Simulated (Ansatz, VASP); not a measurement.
Given: the input of a run of VASP 6.6.1 on TiCo.

Contents of INCAR:

```
PREC = Accurate
ENCUT = 600
EDIFF = 1E-7
ISMEAR = -1
SIGMA = 0.05
LREAL = False
LASPH = True
NELM = 150
ALGO = Normal
ISIF = 3
LWAVE = False
LCHARG = False
ISPIN = 2
MAGMOM = 2 1
LORBIT = 11
LMAXMIX = 4
GGA = PE
IVDW = 12
IBRION = 2
NSW = 80
EDIFFG = -0.02
```

The input KPOINTS:

```
regular mesh
0
Gamma
  9 9 9
```

The input POSCAR:

```
TiCo
1.0
    2.9861109900      0.0000000000      0.0000000000
    0.0000000000      2.9861109900      0.0000000000
    0.0000000000      0.0000000000      2.9861109900
Co Ti
1 1
Direct
    0.5000000000      0.5000000000      0.5000000000
    0.0000000000      0.0000000000      0.0000000000
```

Potentials or basis: VASP PAW PBE potentials, release 64 (Co, Ti_sv).

Command:

```bash
$ cat potpaw_PBE.64/Co/POTCAR potpaw_PBE.64/Ti_sv/POTCAR > POTCAR
$ mpirun -np 1 vasp_std > vasp.out
```

Translate it to Ansatz 0.2.0. Potentials there: all-electron LAPW, scalar-relativistic.

As run (the cutoff follows the program's own potentials):

input.yaml

```yaml
crystal:
  lattice:
    - [2.98611099, 0.0, 0.0]
    - [0.0, 2.98611099, 0.0]
    - [0.0, 0.0, 2.98611099]
  atoms:
    - { symbol: Co, position: [0.5, 0.5, 0.5], spin: 2.0 }
    - { symbol: Ti, position: [0.0, 0.0, 0.0], spin: 1.0 }
kpoints:
  mp_grid: { grid: [9, 9, 9] }
scf:
  occupations: { method: fermi_dirac, width: 0.05 }
hamiltonian:
  xc: pbe
  dispersion: d3bj
  pseudopotentials: { kind: all_electron, lapw: { basis_error: 0.001 } }
magnetization:
  spin_polarized: true
output:
  forces: true
  stress: true
relax:
  f_tol: 0.02
  max_steps: 60
  cell: {}
```

Potentials or basis: all-electron LAPW, scalar-relativistic.

Launch:

```sh
$ ansatz run input.yaml --threads 2 --pin off --max-ram 6144MiB --backend cpu --events-out ev --progress --plain --runs-dir out
```

Both were run:

|  | VASP | Ansatz | Ansatz less VASP |
| --- | --- | --- | --- |
| net moment per atom (μB) | 0.34 | 0.38 | +0.040 |
| size of the moment on the site where the two differ most (μB) | 0.74 | 0.84 | +0.100 |
| relaxed volume (Å³/atom) | 12.68 | 12.74 | +0.057 |
| relaxed length of the cell vector where the two differ most in proportion (Å) | 2.938 | 2.942 | +0.0044 |

Site moments also hang on the region over which each program counts them. Ansatz ran all-electron here, and VASP with PAW potentials.
